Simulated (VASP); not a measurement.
Here is a VASP 6.6.1 calculation.

File INCAR:

```
PREC = Accurate
ENCUT = 520
EDIFF = 1E-7
ISMEAR = 0
SIGMA = 0.1
LREAL = False
LASPH = True
NELM = 100
ALGO = Fast
ISIF = 2
LWAVE = False
LCHARG = False
GGA = PE
NBANDS = 36
```

File KPOINTS:

```
regular mesh
0
Gamma
  4 4 4
```

File POSCAR:

```
In4Sb
1.0
    4.0828648900     -4.2587552500      0.0000000000
    4.0828648900      4.2587552500      0.0000000000
    0.0000000000      0.0000000000      3.8488038400
In Sb
4 1
Direct
    0.1741673900      0.1741673900      0.5000000000
    0.8258326100      0.8258326100      0.5000000000
    0.0000000000      0.5000000000      0.0000000000
    0.5000000000      0.0000000000      0.0000000000
    0.5000000000      0.5000000000      0.0000000000
```

Potentials or basis: VASP PAW PBE potentials, release 64 (In_d, Sb).

Run with:

```sh
$ cat potpaw_PBE.64/In_d/POTCAR potpaw_PBE.64/Sb/POTCAR > POTCAR
$ mpirun -np 1 vasp_std > vasp.out
```

Question: Estimate the pressure.

Answer: 7.2 GPa.

Question: Estimate the band gap on the k mesh.

Answer: Zero (an odd number of electrons rules out a gap without spin polarisation).

Stress tensor (GPa, compression positive):
```
7.39 0.00 0.00
0.00 8.37 0.00
0.00 0.00 5.98
```

Caveat: the k points lie up to 0.41 Å⁻¹ apart, too coarse for converged energies and pressures of a metal; spin-orbit coupling is left out, which moves the levels of the heavy elements.
